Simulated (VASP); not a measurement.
# NiSb (P6_3/mmc) in VASP: further runs

Runs on NiSb. Level: PBEsol. Tasks: single point.

Everything below comes from runs of VASP 6.6.1. Logs are shortened: lines on timing, memory, paths and dates and some standing lists are left out, and cuts for length are marked.

### 1 The cell of the first run

The structure is hexagonal, space group P6_3/mmc (No. 194). Conventional cell: a = 3.877 Å, b = 3.877 Å, c = 5.116 Å, α = 90.00°, β = 90.00°, γ = 120.00°. Within 3.4 Å of Ni (site symmetry -3m) lie 2 Ni at 2.56 Å and 6 Sb at 2.58 Å. Within 3.4 Å of Sb (site symmetry -6m2) lie 6 Ni at 2.58 Å and 6 Sb at 3.40 Å.

### 2 Single point, PBEsol (biaxial strain in the a-b plane: -1.0 %, then relaxed in part)

INCAR reads:

```
  PREC = Accurate
  ENCUT = 520
  EDIFF = 1E-7
  ISMEAR = 0
  SIGMA = 0.1
  LREAL = False
  LASPH = True
  NELM = 100
  ALGO = Normal
  ISIF = 2
  LWAVE = False
  LCHARG = False
  GGA = PS
  NBANDS = 23
```

KPOINTS reads:

```
regular mesh
0
Gamma
  18 18 10
```

POSCAR reads:

```
NiSb
1.0
    3.8767786098      0.0000000000      0.0000000000
   -1.9383893049      3.3573887609      0.0000000000
    0.0000000000      0.0000000000      5.1157024342
Ni Sb
2 2
Direct
    0.0000000000      0.0000000000      0.0000000000
    0.0000000000      0.0000000000      0.5000000000
    0.3333333333      0.6666666667      0.2500000000
    0.6666666667      0.3333333333      0.7500000000
```

Potentials or basis: VASP PAW PBE potentials, release 64 (Ni, Sb).

Command:

```console
> cat potpaw_PBE.64/Ni/POTCAR potpaw_PBE.64/Sb/POTCAR > POTCAR
> mpirun -np 1 vasp_std > vasp.out
```

OUTCAR:

```text
PREC = Accurate
   ENCUT = 520
   EDIFF = 1E-7
   ISMEAR = 0
   LREAL = False
   LASPH = True
   NELM = 100
   ISIF = 2
   GGA = PS

 ion  position               nearest neighbor table
   1  0.000  0.000  0.000-   2 2.56   2 2.56   4 2.58   3 2.58   3 2.58   4 2.58   4 2.58   3 2.58

   2  0.000  0.000  0.500-   1 2.56   1 2.56   4 2.58   3 2.58   3 2.58   4 2.58   4 2.58   3 2.58

   3  0.333  0.667  0.250-   1 2.58   2 2.58   1 2.58   2 2.58   1 2.58   2 2.58   4 3.40   4 3.40
                             4 3.40   4 3.40   4 3.40   4 3.40
   4  0.667  0.333  0.750-   1 2.58   2 2.58   1 2.58   2 2.58   1 2.58   2 2.58   3 3.40   3 3.40
                             3 3.40   3 3.40   3 3.40   3 3.40

  LATTYP: Found a hexagonal cell.
 ALAT       =     3.8767786098
 C/A-ratio  =     1.3195755933

  Lattice vectors:

 A1 = (   3.8767786098,   0.0000000000,   0.0000000000)
 A2 = (  -1.9383893049,   3.3573887609,   0.0000000000)
 A3 = (   0.0000000000,   0.0000000000,   5.1157024342)

Analysis of symmetry for initial positions (statically):
=====================================================================
 Subroutine PRICEL returns:
 Original cell was already a primitive cell.

 Routine SETGRP: Setting up the symmetry group for a
 hexagonal supercell.

 Subroutine GETGRP returns: Found 24 space group operations
 (whereof 12 operations were pure point group operations)
 out of a pool of 24 trial point group operations.

The static configuration has the point symmetry D_3d.
 The point group associated with its full space group is D_6h.

Analysis of symmetry for dynamics (positions and initial velocities):
=====================================================================
 Subroutine PRICEL returns:
 Original cell was already a primitive cell.

 Routine SETGRP: Setting up the symmetry group for a
 hexagonal supercell.

 Subroutine GETGRP returns: Found 24 space group operations
 (whereof 12 operations were pure point group operations)
 out of a pool of 24 trial point group operations.

The dynamic configuration has the point symmetry D_3d.
 The point group associated with its full space group is D_6h.

 Subroutine INISYM returns: Found 24 space group operations
 (whereof 12 operations are pure point group operations),
 and found     1 'primitive' translations

----------------------------------------------------------------------------------------

                                     Primitive cell

  volume of cell :      66.5852

  direct lattice vectors                    reciprocal lattice vectors
     3.876778610  0.000000000  0.000000000     0.257946120  0.148925262  0.000000000
    -1.938389305  3.357388761  0.000000000     0.000000000  0.297850523  0.000000000
     0.000000000  0.000000000  5.115702434     0.000000000  0.000000000  0.195476577

  length of vectors
     3.876778610  3.876778610  5.115702434     0.297850523  0.297850523  0.195476577

  position of ions in fractional coordinates (direct lattice)
     0.000000000  0.000000000  0.000000000
     0.000000000  0.000000000  0.500000000
     0.333333333  0.666666667  0.250000000
     0.666666667  0.333333333  0.750000000

  ion indices of the primitive-cell ions
   primitive index   ion index
                 1           1
                 2           2
                 3           3
                 4           4

----------------------------------------------------------------------------------------

 KPOINTS: regular mesh

Automatic generation of k-mesh.
 Grid dimensions read from file:
 generate k-points for:   18   18   10

 Generating k-lattice:

  Cartesian coordinates                     Fractional coordinates (reciprocal lattice)
     0.014330340  0.008273626  0.000000000     0.055555556  0.000000000  0.000000000
     0.000000000  0.016547251  0.000000000     0.000000000  0.055555556  0.000000000
     0.000000000  0.000000000  0.019547658     0.000000000  0.000000000  0.100000000

  Length of vectors
     0.016547251  0.016547251  0.019547658

  Shift w.r.t. Gamma in fractional coordinates (k-lattice)
     0.000000000  0.000000000  0.000000000

 Subroutine IBZKPT returns following result:
 ===========================================

 Found    222 irreducible k-points:

 Following reciprocal coordinates:
            Coordinates               Weight
  0.000000  0.000000  0.000000      1.000000
  0.055556  0.000000  0.000000      6.000000
  0.111111  0.000000  0.000000      6.000000
  0.166667  0.000000  0.000000      6.000000
  0.222222 -0.000000  0.000000      6.000000
  0.277778  0.000000  0.000000      6.000000
[... 16 lines left out ...]
  0.333333  0.111111  0.000000     12.000000
  0.388889  0.111111  0.000000     12.000000
 [... further k-points ...]
   k-points           NKPTS =    222   k-points in BZ     NKDIM =    222   number of bands    NBANDS=     23
   number of dos      NEDOS =    301   number of ions     NIONS =      4
   total plane-waves  NPLWV =  36000
   dimension x,y,z NGX =    30 NGY =   30 NGZ =   40
   dimension x,y,z NGXF=    60 NGYF=   60 NGZF=   80
   ions per type =               2   2
   NGX,Y,Z   is equivalent  to a cutoff of  12.86, 12.86, 13.00 a.u.
   NGXF,Y,Z  is equivalent  to a cutoff of  25.73, 25.73, 26.00 a.u.
 SYSTEM =  unknown system
   PREC   = accura    normal or accurate (medium, high low for compatibility)
   ISTART =      0    job   : 0-new  1-cont  2-samecut
   ICHARG =      2    charge: 1-file 2-atom 10-const
   ISPIN  =      1    spin polarized calculation?
   LNONCOLLINEAR =      F non collinear calculations
   LSORBIT =      F    spin-orbit coupling
   LASPH  =      T    aspherical Exc in radial PAW
   ENCUT  =  520.0 eV  38.22 Ry    6.18 a.u.   7.21  7.21  9.51*2*pi/ulx,y,z
   NELM   =    100;   NELMIN=  2; NELMDL= -5     # of ELM steps
   EDIFF  = 0.1E-06   stopping-criterion for ELM
   LREAL  =      F    real-space projection
   EDIFFG = 0.1E-05   stopping-criterion for IOM
   NSW    =      0    number of steps for IOM
   IBRION =     -1    ionic relax: 0-MD 1-quasi-New 2-CG
   NFREE  =      0    steps in history (QN), initial steepest desc. (CG)
   ISIF   =      2    stress and relaxation
   ISYM   =      2    0-nonsym 1-usesym 2-fastsym
   POTIM  = 0.5000    time-step for ionic-motion
   TEBEG  =    0.0;   TEEND  =   0.0 temperature during run
   PSTRESS=    0.0 pullay stress
   NELECT =      30.0000    total number of electrons
   NUPDOWN=      -1.0000    fix difference up-down
   EMIN   =  10.00;   EMAX   =-10.00  energy-range for DOS
   EFERMI =   0.00;   METHOD = LEGACY
   ISMEAR =     0;   SIGMA  =   0.10  broadening in eV -4-tet -1-fermi 0-gaus
   EFERMI_NEDOS =   21; number of points for ismear=-14 and -15
   IALGO  =     38    algorithm
   IMIX   =      4    mixing-type and parameters
     AMIX     =   0.40;   BMIX     =  1.00
     AMIX_MAG =   1.60;   BMIX_MAG =  1.00
  volume/ion in A,a.u.               =      16.65       112.33
  Fermi-wavevector in a.u.,A,eV,Ry     =   1.255035  2.371673 21.430722  1.575114
  Thomas-Fermi vector in A             =   2.388811
   LORBIT       =      0    0 simple, 1 ext, 2 COOP (PROOUT), +10 PAW based schemes
   GGA     = PS    functional components
   LHFCALC =     F    Hartree Fock is set to
   AEXX    =    0.0000 exact exchange contribution
   IVDW    =     0    specifies the selected vdW correction
   LEPSILON=     F    determine dielectric tensor
   LRPA    =     F    only Hartree local field effects (RPA)
 non-spin polarized calculation
 Gauss-broadening in eV      SIGMA  =   0.10
  energy-cutoff  :      520.00
  volume of cell :       66.59
 maximum number of plane-waves:      1818
 NGX is ok and might be reduce to    30
   NGX = 15   NGY = 15   NGZ = 19

 number of electron      30.0000023 magnetization

 Free energy of the ion-electron system (eV)
  ---------------------------------------------------
  ext. energy  EPLUGINS =         0.00000000
  ---------------------------------------------------
  free energy    TOTEN  =       -22.67437261 eV

  energy without entropy =      -22.66542064  energy(sigma->0) =      -22.66989662

 E-fermi :  10.3177     XC(G=0): -11.7973

 val. band max:       10.3119407475   @ k =   0.1111   0.1111   0.5000
 cond. band min:      10.3203183399   @ k =   0.3889   0.0556   0.1000
 fundamental gap:      0.0083775924
 Fermi energy:        10.3176798301

 k-point     1 :       0.0000    0.0000    0.0000
  band No.  band energies     occupation
      1      -2.9385      2.00000
      2       1.7222      2.00000
      3       3.7983      2.00000
      4       6.2415      2.00000
      5       6.2415      2.00000
      6       7.0157      2.00000
[... 15 lines left out ...]
     22      16.7964      0.00000
     23      18.3141      0.00000

 k-point     2 :       0.0556    0.0000    0.0000
  band No.  band energies     occupation
      1      -2.8981      2.00000
      2       1.7225      2.00000
      3       3.8436      2.00000
      4       6.2313      2.00000
      5       6.2503      2.00000
      6       7.0032      2.00000
[... 15 lines left out ...]
     22      16.8615      0.00000
     23      17.9591      0.00000

 k-point     3 :       0.1111    0.0000    0.0000
  band No.  band energies     occupation
      1      -2.7772      2.00000
      2       1.7201      2.00000
      3       3.9788      2.00000
      4       6.1937      2.00000
      5       6.2763      2.00000
      6       6.9562      2.00000
[... 15 lines left out ...]
     22      17.2240      0.00000
     23      17.3360      0.00000

 k-point     4 :       0.1667    0.0000    0.0000
  band No.  band energies     occupation
      1      -2.5773      2.00000
      2       1.7051      2.00000
      3       4.2016      2.00000
      4       6.0940      2.00000
      5       6.3182      2.00000
      6       6.8468      2.00000
[... 15 lines left out ...]
     22      17.2292      0.00000
     23      17.4407      0.00000

 k-point     5 :       0.2222   -0.0000    0.0000
  band No.  band energies     occupation
      1      -2.3012      2.00000
      2       1.6590      2.00000
      3       4.5077      2.00000
      4       5.8367      2.00000
      5       6.3733      2.00000
      6       6.7002      2.00000
[... 15 lines left out ...]
     22      16.7972      0.00000
     23      17.5637      0.00000

 k-point     6 :       0.2778    0.0000    0.0000
  band No.  band energies     occupation
      1      -1.9533      2.00000
      2       1.5543      2.00000
      3       4.8899      2.00000
      4       5.3815      2.00000
      5       6.4359      2.00000
      6       6.6335      2.00000
[... 15 lines left out ...]
     22      16.5084      0.00000
     23      18.3139      0.00000

 k-point     7 :       0.3333    0.0000    0.0000
  band No.  band energies     occupation
      1      -1.5417      2.00000
      2       1.3577      2.00000
      3       4.8825      2.00000
      4       5.3363      2.00000
      5       6.4967      2.00000
      6       6.6575      2.00000
[... 353 lines left out ...]
     22      17.4948      0.00000
     23      18.0131      0.00000

 k-point    21 :       0.2222    0.1111    0.0000
  band No.  band energies     occupation
      1      -1.8393      2.00000
      2       1.5381      2.00000
      3       5.0132      2.00000
      4       5.4565      2.00000
      5       6.1921      2.00000
      6       6.4184      2.00000
[... 15 lines left out ...]
     22      17.5967      0.00000
     23      18.0876      0.00000

 k-point    22 :       0.2778    0.1111    0.0000
  band No.  band energies     occupation
      1      -1.4321      2.00000
      2       1.3545      2.00000
      3       4.9076      2.00000
      4       5.4513      2.00000
      5       6.2006      2.00000
      6       6.3725      2.00000
[... 15 lines left out ...]
     22      17.9588      0.00000
     23      18.1102      0.00000

 k-point    23 :       0.3333    0.1111    0.0000
  band No.  band energies     occupation
      1      -0.9784      2.00000
      2       1.0697      2.00000
      3       4.4591      2.00000
      4       5.9263      2.00000
      5       6.2285      2.00000
      6       6.3392      2.00000
[... 15 lines left out ...]
     22      18.1061      0.00000
     23      18.8396      0.00000

 k-point    24 :       0.3889    0.1111    0.0000
  band No.  band energies     occupation
      1      -0.5170      2.00000
      2       0.7047      2.00000
      3       4.1814      2.00000
      4       6.2573      2.00000
      5       6.3167      2.00000
      6       6.3909      2.00000
[... 15 lines left out ...]
     22      18.0959      0.00000
     23      19.8806      0.00000

 [... further k-points ...]

------------------------ aborting loop because EDIFF is reached ----------------------------------------

  FORCE on cell =-STRESS in cart. coord.  units (eV):
  Direction    XX          YY          ZZ          XY          YZ          ZX
  --------------------------------------------------------------------------------------
  -------------------------------------------------------------------------------------
  Total        0.9732324      0.9732324      0.0522635     -0.0000000      0.0000000      0.0000000
  in kB       23.4179686     23.4179686      1.2575670     -0.0000000      0.0000000      0.0000000
  external PRESSURE =      16.0311681 kB  Pullay stress =       0.0000000 kB

 VOLUME and BASIS-vectors are now :
 -----------------------------------------------------------------------------
  energy-cutoff  :      520.00
  volume of cell :       66.59
      direct lattice vectors                 reciprocal lattice vectors
     3.876778610  0.000000000  0.000000000     0.257946120  0.148925262  0.000000000
    -1.938389305  3.357388761  0.000000000     0.000000000  0.297850523  0.000000000
     0.000000000  0.000000000  5.115702434     0.000000000  0.000000000  0.195476577

 POSITION                                       TOTAL-FORCE (eV/Angst)
 -----------------------------------------------------------------------------------
      0.00000      0.00000      0.00000        -0.000000      0.000000      0.000000
      0.00000      0.00000      2.55785        -0.000000      0.000000      0.000000
     -0.00000      2.23826      1.27893         0.000000      0.000000      0.000000
      1.93839      1.11913      3.83678         0.000000      0.000000     -0.000000
 -----------------------------------------------------------------------------------
    total drift:                                0.000000      0.000000     -0.000000

  FREE ENERGIE OF THE ION-ELECTRON SYSTEM (eV)
  ---------------------------------------------------
  free  energy   TOTEN  =       -22.6743726057 eV

  energy  without entropy=      -22.6654206363  energy(sigma->0) =      -22.66989662
```

Run time: 8.4 min. Hardware: 1 thread of Intel Xeon Platinum 8488C (Sapphire Rapids), shared host; peak memory 0.42 GiB.

What came out:

- Free energy: -22.6744 eV
- Pressure: 1.6 GPa
- Band gap on the k mesh: zero (bands 15 and 16 overlap by 3.53 eV)

Stress tensor (GPa, compression positive):
```
2.34 0.00 0.00
0.00 2.34 0.00
0.00 0.00 0.13
```

Caveat: the cell differs from its parent crystal (biaxial strain in the a-b plane: -1.0 %, then relaxed in part); the PAW data sets were made with another functional, which shifts forces and pressure a little; spin-orbit coupling is left out, which moves the levels of the heavy elements.

### 3 Single point, PBEsol

This run uses another cell than the first one, of 16.83 Å³/atom.

INCAR reads:

```
ALGO = Normal
EDIFF = 1E-7
ENCUT = 520
GGA = PS
ISIF = 2
ISMEAR = 0
LASPH = True
LCHARG = False
LREAL = False
LWAVE = False
NBANDS = 23
NELM = 100
PREC = Accurate
SIGMA = 0.1
```

KPOINTS reads:

```
k-points
0
Gamma
  18 18 10
```

POSCAR reads:

```
NiSb
1.0
    3.9159379897      0.0000000000      0.0000000000
   -1.9579689948      3.3913017787      0.0000000000
    0.0000000000      0.0000000000      5.0702953900
Ni Sb
2 2
Direct
    0.0000000000      0.0000000000      0.0000000000
    0.0000000000      0.0000000000      0.5000000000
    0.3333333333      0.6666666667      0.2500000000
    0.6666666667      0.3333333333      0.7500000000
```

Potentials or basis: VASP PAW PBE potentials, release 64 (Ni, Sb).

Command:

```console
> cat potpaw_PBE.64/Ni/POTCAR potpaw_PBE.64/Sb/POTCAR > POTCAR
> mpirun -np 1 vasp_std > vasp.out
```

Run time: 7.2 min. Hardware: 1 thread of Intel Xeon Platinum 8488C (Sapphire Rapids), shared host; peak memory 0.42 GiB.

It converged, with:

```
Free energy            : -22.6835 eV
Pressure               : 0.1 GPa
Band gap on the k mesh : zero (bands 15 and 16 overlap by 3.41 eV)
```

Stress tensor (GPa, compression positive):
```
0.01 0.00 0.00
0.00 0.01 0.00
0.00 0.00 0.18
```

Levels at points of the mesh, in eV from the Fermi level:
```
           k point  band 11  band 12  band 13  band 14  band 15  band 16  band 17  band 18  band 19  band 20
(0.00, 0.00, 0.00)    -1.35    -1.35     0.00     0.56     0.56     2.50     2.50     3.07     4.14     5.40
(0.50, 0.00, 0.00)    -2.15    -1.91    -1.64    -1.41    -1.33    -0.35     1.19     3.41     4.09     5.39
(0.00, 0.00, 0.50)    -2.15    -2.15     0.33     0.33     2.10     2.10     2.10     2.10     5.23     5.23
(0.50, 0.00, 0.50)    -1.97    -1.97    -1.85    -1.85     0.18     0.18     1.73     1.73     5.29     5.29
```

Caveat: the PAW data sets were made with another functional, which shifts forces and pressure a little; spin-orbit coupling is left out, which moves the levels of the heavy elements. Spin polarisation is off, so any magnetic state and its effect on volume and gap are missing.

### 4 Single point, PBEsol (biaxial strain in the a-b plane: +1.0 %, then relaxed in part)

INCAR reads:

```
SYSTEM = NiSb
PREC = Accurate
ENCUT = 520
EDIFF = 1E-6
ISMEAR = 0
SIGMA = 0.1
LREAL = .FALSE.
LASPH = .TRUE.
NELM = 60
ALGO = Normal
ISIF = 2
LWAVE = .FALSE.
LCHARG = .FALSE.
GGA = PS
NBANDS = 23
```

KPOINTS reads:

```
regular mesh
0
G
  18 18 10
  0 0 0
```

POSCAR reads:

```
NiSb
1.0
    3.9550973696      0.0000000000      0.0000000000
   -1.9775486848      3.4252147965      0.0000000000
    0.0000000000      0.0000000000      5.0267391768
Ni Sb
2 2
Direct
    0.0000000000      0.0000000000      0.0000000000
    0.0000000000      0.0000000000      0.5000000000
    0.3333333333      0.6666666667      0.2500000000
    0.6666666667      0.3333333333      0.7500000000
```

Command:

```console
> cat potpaw_PBE.64/Ni/POTCAR potpaw_PBE.64/Sb/POTCAR > POTCAR
> mpirun -np 1 vasp_std > vasp.out
```

Wall time 7.8 min (1 thread of Intel Xeon Platinum 8488C (Sapphire Rapids), shared host); peak memory 0.42 GiB.

It converged, with:

```
Free energy            : -22.6740 eV
Pressure               : -1.3 GPa
Band gap on the k mesh : zero (bands 15 and 16 overlap by 3.29 eV)
```

Stress tensor (GPa, compression positive):
```
-2.09  0.00  0.00
 0.00 -2.09  0.00
 0.00  0.00  0.17
```

Levels at points of the mesh, in eV from the Fermi level:
```csv
k point,band 13,band 14,band 15,band 16,band 17,band 18
"(0.00, 0.00, 0.00)",0.08,0.47,0.47,2.38,2.38,2.91
"(0.50, 0.00, 0.00)",-1.60,-1.32,-1.25,-0.38,1.25,3.36
"(0.00, 0.00, 0.50)",0.34,0.34,2.02,2.02,2.02,2.02
"(0.50, 0.00, 0.50)",-1.80,-1.80,0.17,0.17,1.65,1.65
```

Caveat: the cell differs from its parent crystal (biaxial strain in the a-b plane: +1.0 %, then relaxed in part); the PAW data sets were made with another functional, which shifts forces and pressure a little; spin-orbit coupling is left out, which moves the levels of the heavy elements.

### 5 Summary

| cell | gap on the mesh (eV) | pressure (GPa) |
| --- | --- | --- |
| a = 3.877, b = 3.877, c = 5.116 Å, angles 90.0, 90.0, 120.0°, 4 atoms | none | 1.6 |
| a = 3.916, b = 3.916, c = 5.070 Å, angles 90.0, 90.0, 120.0°, 4 atoms | none | 0.1 |
| a = 3.955, b = 3.955, c = 5.027 Å, angles 90.0, 90.0, 120.0°, 4 atoms | none | -1.3 |

Alike in all rows: task single point; level PBEsol; potentials or basis VASP PAW PBE potentials, release 64 (Ni, Sb); no spin polarisation; k mesh 18 × 18 × 10; cutoff (eV) 520; smearing gaussian 0.1 eV.

Caveats: the PAW data sets were made with another functional, which shifts forces and pressure a little; spin-orbit coupling is left out, which moves the levels of the heavy elements.

Total energies depend on the potentials used, so only differences within one code and one set of settings carry meaning.
